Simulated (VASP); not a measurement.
# Si3NiMo (P6/mmm) in VASP: relaxation of cell and atoms with PBE

Aim: the relaxation of cell and atoms of Si3NiMo with PBE.

Program: VASP 6.6.1. These are calculated values, not measurements. Logs are shortened: lines on timing, memory, paths and dates and some standing lists are left out, and cuts for length are marked.

**1. The cell of the first run**

Symmetry: P6/mmm, No. 191, hexagonal system. The conventional cell has a = 4.814 Å, b = 4.814 Å, c = 4.558 Å, α = 90.00°, β = 90.00°, γ = 120.00°. Si (site symmetry mmm) has 2 Ni at 2.41 Å and 4 Si at 2.41 Å and 4 Mo at 3.31 Å within 3.4 Å. Within 3.0 Å of Ni (site symmetry 6/mmm) lie 2 Mo at 2.28 Å and 6 Si at 2.41 Å. Within 3.0 Å of Mo (site symmetry 6/mmm) lie 2 Ni at 2.28 Å.

The cell was generated, and may not be a known phase.

**2. Relaxation of cell and atoms, PBE**

Input file INCAR:

```
PREC = Accurate ; ENCUT = 600
EDIFF = 1E-6 ; ISMEAR = 0
SIGMA = 0.1 ; LREAL = False
LASPH = True ; NELM = 80
ALGO = Normal ; ISIF = 3
LWAVE = False ; LCHARG = False
GGA = PE ; IBRION = 2
NSW = 100 ; EDIFFG = -0.01
```

Input file KPOINTS:

```
regular mesh
0
Gamma
  12 12 8
```

Input file POSCAR:

```
Si3NiMo
1.0
    4.8144499556      0.0000000000      0.0000000000
   -2.4072249778      4.1694359668      0.0000000000
    0.0000000000      0.0000000000      4.5581392805
Si Ni Mo
3 1 1
Direct
    0.5000000000      0.0000000000      0.5000000000
    0.0000000000      0.5000000000      0.5000000000
    0.5000000000      0.5000000000      0.5000000000
    0.0000000000      0.0000000000      0.5000000000
    0.0000000000      0.0000000000      0.0000000000
```

Potentials or basis: VASP PAW PBE potentials, release 64 (Si, Ni, Mo_sv).

Run with:

```sh
$ cat potpaw_PBE.64/Si/POTCAR potpaw_PBE.64/Ni/POTCAR potpaw_PBE.64/Mo_sv/POTCAR > POTCAR
$ mpirun -np 1 vasp_std > vasp.out
```

OUTCAR:

```text
PREC = Accurate
   ENCUT = 600
   EDIFF = 1E-6
   ISMEAR = 0
   LREAL = False
   LASPH = True
   NELM = 80
   ISIF = 3
   GGA = PE
   IBRION = 2
   NSW = 100
   EDIFFG = -0.01

 ion  position               nearest neighbor table
   1  0.500  0.000  0.500-   4 2.41   4 2.41   2 2.41   3 2.41   3 2.41   2 2.41   5 3.31   5 3.31
                             5 3.31   5 3.31
   2  0.000  0.500  0.500-   3 2.41   3 2.41   4 2.41   4 2.41   1 2.41   1 2.41   5 3.31   5 3.31
                             5 3.31   5 3.31
   3  0.500  0.500  0.500-   2 2.41   2 2.41   4 2.41   1 2.41   1 2.41   4 2.41   5 3.31   5 3.31
                             5 3.31   5 3.31
   4  0.000  0.000  0.500-   5 2.28   5 2.28   1 2.41   1 2.41   3 2.41   2 2.41   2 2.41   3 2.41

   5  0.000  0.000  0.000-   4 2.28   4 2.28   1 3.31   1 3.31   1 3.31   1 3.31   3 3.31   2 3.31
                             2 3.31   2 3.31   3 3.31   2 3.31   3 3.31   3 3.31

  LATTYP: Found a hexagonal cell.
 ALAT       =     4.8144499556
 C/A-ratio  =     0.9467622101

  Lattice vectors:

 A1 = (   4.8144499556,   0.0000000000,   0.0000000000)
 A2 = (  -2.4072249778,   4.1694359668,   0.0000000000)
 A3 = (   0.0000000000,   0.0000000000,   4.5581392805)

Analysis of symmetry for initial positions (statically):
=====================================================================
 Subroutine PRICEL returns:
 Original cell was already a primitive cell.

 Routine SETGRP: Setting up the symmetry group for a
 hexagonal supercell.

 Subroutine GETGRP returns: Found 24 space group operations
 (whereof 24 operations were pure point group operations)
 out of a pool of 24 trial point group operations.

The static configuration has the point symmetry D_6h.

Analysis of symmetry for dynamics (positions and initial velocities):
=====================================================================
 Subroutine PRICEL returns:
 Original cell was already a primitive cell.

 Routine SETGRP: Setting up the symmetry group for a
 hexagonal supercell.

 Subroutine GETGRP returns: Found 24 space group operations
 (whereof 24 operations were pure point group operations)
 out of a pool of 24 trial point group operations.

The dynamic configuration has the point symmetry D_6h.

 Subroutine INISYM returns: Found 24 space group operations
 (whereof 24 operations are pure point group operations),
 and found     1 'primitive' translations

----------------------------------------------------------------------------------------

                                     Primitive cell

  volume of cell :      91.4980

  direct lattice vectors                    reciprocal lattice vectors
     4.814449956  0.000000000  0.000000000     0.207708047  0.119920297  0.000000000
    -2.407224978  4.169435967  0.000000000     0.000000000  0.239840594  0.000000000
     0.000000000  0.000000000  4.558139280     0.000000000  0.000000000  0.219387767

  length of vectors
     4.814449956  4.814449956  4.558139280     0.239840594  0.239840594  0.219387767

  position of ions in fractional coordinates (direct lattice)
     0.500000000  0.000000000  0.500000000
     0.000000000  0.500000000  0.500000000
     0.500000000  0.500000000  0.500000000
     0.000000000  0.000000000  0.500000000
     0.000000000  0.000000000  0.000000000

  ion indices of the primitive-cell ions
   primitive index   ion index
                 1           1
                 2           2
                 3           3
                 4           4
                 5           5

----------------------------------------------------------------------------------------

 KPOINTS: regular mesh

Automatic generation of k-mesh.
 Grid dimensions read from file:
 generate k-points for:   12   12    8

 Generating k-lattice:

  Cartesian coordinates                     Fractional coordinates (reciprocal lattice)
     0.017309004  0.009993358  0.000000000     0.083333333  0.000000000  0.000000000
     0.000000000  0.019986716  0.000000000     0.000000000  0.083333333  0.000000000
     0.000000000  0.000000000  0.027423471     0.000000000  0.000000000  0.125000000

  Length of vectors
     0.019986716  0.019986716  0.027423471

  Shift w.r.t. Gamma in fractional coordinates (k-lattice)
     0.000000000  0.000000000  0.000000000

 Subroutine IBZKPT returns following result:
 ===========================================

 Found     95 irreducible k-points:

 Following reciprocal coordinates:
            Coordinates               Weight
  0.000000  0.000000  0.000000      1.000000
  0.083333  0.000000  0.000000      6.000000
  0.166667  0.000000  0.000000      6.000000
  0.250000  0.000000  0.000000      6.000000
  0.333333  0.000000  0.000000      6.000000
  0.416667  0.000000  0.000000      6.000000
[... 16 lines left out ...]
  0.250000  0.000000  0.125000     12.000000
  0.333333  0.000000  0.125000     12.000000
 [... further k-points ...]
   k-points           NKPTS =     95   k-points in BZ     NKDIM =     95   number of bands    NBANDS=     22
   number of dos      NEDOS =    301   number of ions     NIONS =      5
   total plane-waves  NPLWV =  57600
   dimension x,y,z NGX =    40 NGY =   40 NGZ =   36
   dimension x,y,z NGXF=    80 NGYF=   80 NGZF=   72
   ions per type =               3   1   1
   NGX,Y,Z   is equivalent  to a cutoff of  13.81, 13.81, 13.13 a.u.
   NGXF,Y,Z  is equivalent  to a cutoff of  27.62, 27.62, 26.26 a.u.
 SYSTEM =  unknown system
   PREC   = accura    normal or accurate (medium, high low for compatibility)
   ISTART =      0    job   : 0-new  1-cont  2-samecut
   ICHARG =      2    charge: 1-file 2-atom 10-const
   ISPIN  =      1    spin polarized calculation?
   LNONCOLLINEAR =      F non collinear calculations
   LSORBIT =      F    spin-orbit coupling
   LASPH  =      T    aspherical Exc in radial PAW
   ENCUT  =  600.0 eV  44.10 Ry    6.64 a.u.   9.62  9.62  9.10*2*pi/ulx,y,z
   NELM   =     80;   NELMIN=  2; NELMDL= -5     # of ELM steps
   EDIFF  = 0.1E-05   stopping-criterion for ELM
   LREAL  =      F    real-space projection
   EDIFFG = -.1E-01   stopping-criterion for IOM
   NSW    =    100    number of steps for IOM
   IBRION =      2    ionic relax: 0-MD 1-quasi-New 2-CG
   NFREE  =      1    steps in history (QN), initial steepest desc. (CG)
   ISIF   =      3    stress and relaxation
   ISYM   =      2    0-nonsym 1-usesym 2-fastsym
   POTIM  = 0.5000    time-step for ionic-motion
   TEBEG  =    0.0;   TEEND  =   0.0 temperature during run
   PSTRESS=    0.0 pullay stress
   NELECT =      36.0000    total number of electrons
   NUPDOWN=      -1.0000    fix difference up-down
   EMIN   =  10.00;   EMAX   =-10.00  energy-range for DOS
   EFERMI =   0.00;   METHOD = LEGACY
   ISMEAR =     0;   SIGMA  =   0.10  broadening in eV -4-tet -1-fermi 0-gaus
   EFERMI_NEDOS =   21; number of points for ismear=-14 and -15
   IALGO  =     38    algorithm
   IMIX   =      4    mixing-type and parameters
     AMIX     =   0.40;   BMIX     =  1.00
     AMIX_MAG =   1.60;   BMIX_MAG =  1.00
  volume/ion in A,a.u.               =      18.30       123.49
  Fermi-wavevector in a.u.,A,eV,Ry     =   1.199606  2.266926 19.579512  1.439054
  Thomas-Fermi vector in A             =   2.335464
   LORBIT       =      0    0 simple, 1 ext, 2 COOP (PROOUT), +10 PAW based schemes
   GGA     = PE    functional components
   LHFCALC =     F    Hartree Fock is set to
   AEXX    =    0.0000 exact exchange contribution
   IVDW    =     0    specifies the selected vdW correction
   LEPSILON=     F    determine dielectric tensor
   LRPA    =     F    only Hartree local field effects (RPA)
 conjugate gradient relaxation of ions
 non-spin polarized calculation
 Gauss-broadening in eV      SIGMA  =   0.10
  energy-cutoff  :      600.00
  volume of cell :       91.50
 maximum number of plane-waves:      3114
 NGX is ok and might be reduce to    40
   NGX = 19   NGY = 19   NGZ = 19

--------------------------------------- Ionic step        1  -------------------------------------------

 number of electron      35.9999997 magnetization

 Free energy of the ion-electron system (eV)
  ---------------------------------------------------
  ext. energy  EPLUGINS =         0.00000000
  ---------------------------------------------------
  free energy    TOTEN  =       -26.88654465 eV

  energy without entropy =      -26.84659559  energy(sigma->0) =      -26.86657012

------------------------ aborting loop because EDIFF is reached ----------------------------------------

  FORCE on cell =-STRESS in cart. coord.  units (eV):
  Direction    XX          YY          ZZ          XY          YZ          ZX
  --------------------------------------------------------------------------------------
  -------------------------------------------------------------------------------------
  Total       -0.2443457     -0.2443457      0.4387652      0.0000000      0.0000000      0.0000000
  in kB       -4.2786204     -4.2786204      7.6830054      0.0000000      0.0000000      0.0000000
  external PRESSURE =      -0.2914118 kB  Pullay stress =       0.0000000 kB
[... 63 lines left out ...]
  energy  without entropy=      -26.8481182523  energy(sigma->0) =      -26.86821705

--------------------------------------- Ionic step        3  -------------------------------------------

 number of electron      35.9999999 magnetization

 Free energy of the ion-electron system (eV)
  ---------------------------------------------------
  ext. energy  EPLUGINS =         0.00000000
  ---------------------------------------------------
  free energy    TOTEN  =       -26.88837324 eV

  energy without entropy =      -26.84810488  energy(sigma->0) =      -26.86823906

 E-fermi :   7.2237     XC(G=0): -10.3979

 val. band max:        7.2182366644   @ k =   0.5000   0.0000   0.0000
 cond. band min:       7.2240003660   @ k =   0.4167   0.0000   0.5000
 fundamental gap:      0.0057637016
 Fermi energy:         7.2237281505

 k-point     1 :       0.0000    0.0000    0.0000
  band No.  band energies     occupation
      1     -53.9598      2.00000
      2     -28.2290      2.00000
      3     -27.9616      2.00000
      4     -27.9616      2.00000
      5      -5.5585      2.00000
      6       1.1442      2.00000
[... 574 lines left out ...]
      6      -1.9816      2.00000
[... 14 lines left out ...]
     21       8.3977      0.00000
     22       8.5517      0.00000

 [... further k-points ...]

------------------------ aborting loop because EDIFF is reached ----------------------------------------

  FORCE on cell =-STRESS in cart. coord.  units (eV):
  Direction    XX          YY          ZZ          XY          YZ          ZX
  --------------------------------------------------------------------------------------
  -------------------------------------------------------------------------------------
  Total        0.0136267      0.0136267      0.0085150      0.0000000     -0.0000000     -0.0000000
  in kB        0.2387554      0.2387554      0.1491927      0.0000000     -0.0000000     -0.0000000
  external PRESSURE =       0.2089012 kB  Pullay stress =       0.0000000 kB
[... 20 lines left out ...]
  FREE ENERGIE OF THE ION-ELECTRON SYSTEM (eV)
  ---------------------------------------------------
  free  energy   TOTEN  =       -26.8883732411 eV

  energy  without entropy=      -26.8481048802  energy(sigma->0) =      -26.86823906

 reached required accuracy - stopping structural energy minimisation
```

It took 11 min on 1 thread of Intel Xeon Platinum 8259CL at 2.50GHz (Skylake/Cascade Lake), shared host; peak memory 0.42 GiB.

What came out:

```
Free energy                           : -26.8884 eV
Relaxed volume                        : 18.29 Å³/atom
Relaxed cell                          : a = 4.801 Å, b = 4.801 Å, c = 4.582 Å, α = 90.00°, β = 90.00°, γ = 120.00°
Space group after relaxing (to 0.1 Å) : P6/mmm (No. 191)
Energy gained by relaxing             : 0.4 meV/atom
Ionic steps                           : 3
Pressure after relaxing               : 0.0 GPa
Band gap on the k mesh                : zero (bands 18 and 19 overlap by 1.40 eV)
```

Step by step:
```
step  energy change (eV)  largest force (eV/Å)  pressure (GPa)  volume (Å³)
   1              0.0000                0.0000           -0.03        91.50
   2             -0.0018                0.0000            0.01        91.45
   3             -0.0018                0.0000            0.02        91.44
```

Final structure:
```yaml
crystal:
  lattice:
    - [4.80065, 0.00000, 0.00000]
    - [-2.40033, 4.15749, 0.00000]
    - [0.00000, 0.00000, 4.58160]
  atoms:
    - { symbol: Si, position: [0.50000, 0.00000, 0.50000] }
    - { symbol: Si, position: [0.00000, 0.50000, 0.50000] }
    - { symbol: Si, position: [0.50000, 0.50000, 0.50000] }
    - { symbol: Ni, position: [0.00000, 0.00000, 0.50000] }
    - { symbol: Mo, position: [0.00000, 0.00000, 0.00000] }
```

Levels at points of the mesh, in eV from the Fermi level:
| k point | band 16 | band 17 | band 18 | band 19 | band 20 | band 21 |
| --- | --- | --- | --- | --- | --- | --- |
| (0.00, 0.00, 0.00) | -1.39 | -1.39 | -0.75 | 0.45 | 0.45 | 0.60 |
| (0.50, 0.00, 0.00) | -0.57 | -0.01 | 0.39 | 0.45 | 0.80 | 1.67 |
| (0.00, 0.00, 0.50) | -1.08 | -1.08 | -1.02 | -1.02 | -0.21 | 0.85 |
| (0.50, 0.00, 0.50) | -1.45 | -0.93 | -0.08 | -0.05 | 0.05 | 1.22 |

Spin polarisation is off, so any magnetic state and its effect on volume and gap are missing.
